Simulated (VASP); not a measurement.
Write the native input for VASP 6.6.1 that does the following.

| Property | Result |
| --- | --- |
| Task | single point |
| Functional | PBE |
| Potentials or basis | VASP PAW PBE potentials, release 64 (Ga_d, Ge_d, O) |
| Cutoff | 520 eV |
| k mesh | 6 × 6 × 4 |
| Occupations | gaussian, width 0.1 eV |
| Spin | no spin polarisation |
| Dipole correction | no |
| Further INCAR settings | ALGO = Normal; EDIFF = 1e-06; NBANDS = 31 |

The structure of Ga2GeO lies in POSCAR:

```
Ga2GeO
1.0
    3.5686943900      0.0000000000      0.0000000000
   -1.7843472000      3.0905800000      0.0000000000
    0.0000000000      0.0000000000      4.8036610000
Ga Ge O
2 1 1
Direct
    0.0000000000      0.0000000000      0.7504820200
    0.0000000000      0.0000000000      0.2495179800
    0.6666666700      0.3333333300      0.5000000000
    0.3333333300      0.6666666700      0.0000000000
```

The input as run:

INCAR

```
SYSTEM = Ga2GeO
PREC     = Accurate       ! precision mode
ENCUT    = 520            ! plane-wave cutoff, eV
EDIFF    = 1E-6           ! SCF threshold, eV
ISMEAR   = 0              ! smearing method
SIGMA    = 0.1            ! smearing width, eV
LREAL    = .False.        ! projectors in reciprocal space
LASPH    = .True.         ! aspherical terms in the spheres
NELM     = 80             ! most SCF steps
ALGO     = Normal         ! electronic algorithm
ISIF     = 2              ! what is computed and relaxed
LWAVE    = .False.        ! write WAVECAR
LCHARG   = .True.         ! write CHGCAR
GGA      = PE             ! functional
LELF     = .True.         ! ELF
LVHAR    = .True.       
NBANDS   = 31             ! bands
```

KPOINTS

```
Automatic mesh
0
Gamma
  6 6 4
  0 0 0
```

Potentials or basis: VASP PAW PBE potentials, release 64 (Ga_d, Ge_d, O).

Command:

```console
$ cat potpaw_PBE.64/Ga_d/POTCAR potpaw_PBE.64/Ge_d/POTCAR potpaw_PBE.64/O/POTCAR > POTCAR
$ mpirun -np 1 vasp_std > vasp.out
```

It gave:

* Pressure: 30.6 GPa
* Largest force: 1.652 eV/Å
* Band gap on the k mesh: zero (band 23 reaches 8.35 eV, above the bottom of band 24 at 6.41 eV)

Caveat: forces of over 1 eV/Å act on the atoms, so gaps and moduli don't describe the material at rest.

Wall time 19 s on 1 thread of Intel(R) Xeon(R) 6975P-C (Granite Rapids) (shared host), peak memory 0.18 GiB.
